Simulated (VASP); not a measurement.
Input of a VASP 6.6.1 run:

Contents of POSCAR:

```
MoS2
1.0
    1.5531337754      0.8967022033      5.9901657895
   -1.5531337754      0.8967022033      5.9901657895
    0.0000000000     -1.7934044066      5.9901657895
Mo S
1 2
Direct
    0.0000000000      0.0000000000      0.0000000000
    0.2500000000      0.2500000000      0.2500000000
    0.7500000000      0.7500000000      0.7500000000
```

The input INCAR.step1:

```
SYSTEM = MoS2
PREC = Accurate ; ENCUT = 520
ISMEAR = -1 ; SIGMA = 0.05
LREAL = .False. ; LASPH = .True.
NELM = 80 ; NBANDS = 20
GGA = PE ; ALGO = Normal
EDIFF = 1E-4 ; LWAVE = .True.
LCHARG = .False.
```

INCAR.step2

```
SYSTEM = MoS2
PREC = Accurate ; ENCUT = 520
EDIFF = 1E-6 ; ISMEAR = -1
SIGMA = 0.05 ; LREAL = .False.
LASPH = .True. ; NELM = 80
ALGO = Normal ; ISIF = 2
LWAVE = .False. ; LCHARG = .True.
METAGGA = R2SCAN ; LMIXTAU = .True.
LELF = .True. ; LVHAR = .True.
NBANDS = 20 ; ISTART = 1
```

KPOINTS

```
Automatic mesh
0
Gamma
  10 10 10
  0 0 0
```

Potentials or basis: VASP PAW PBE potentials, release 64 (Mo_sv, S).

Launch:

```sh
$ cat potpaw_PBE.64/Mo_sv/POTCAR potpaw_PBE.64/S/POTCAR > POTCAR
$ cp INCAR.step1 INCAR
$ mpirun -np 1 vasp_std > vasp.out
$ cp INCAR.step2 INCAR
$ mpirun -np 1 vasp_std > vasp.out
```

Task: What does it give for the band gap on the k mesh?

Result: Zero (bands 13 and 14 overlap by 0.73 eV).

Task: Estimate the pressure.

Result: 19.0 GPa.

Task: Estimate the largest force.

Result: 2.030 eV/Å.

Forces in eV/Å, atoms in the order of the input:
```
Mo   0.000  0.000  0.000
S    0.000  0.000 -2.030
S    0.000  0.000  2.030
```

Caveat: the cell stands under pressure; the PAW data sets were made with another functional, which shifts forces and pressure a little.
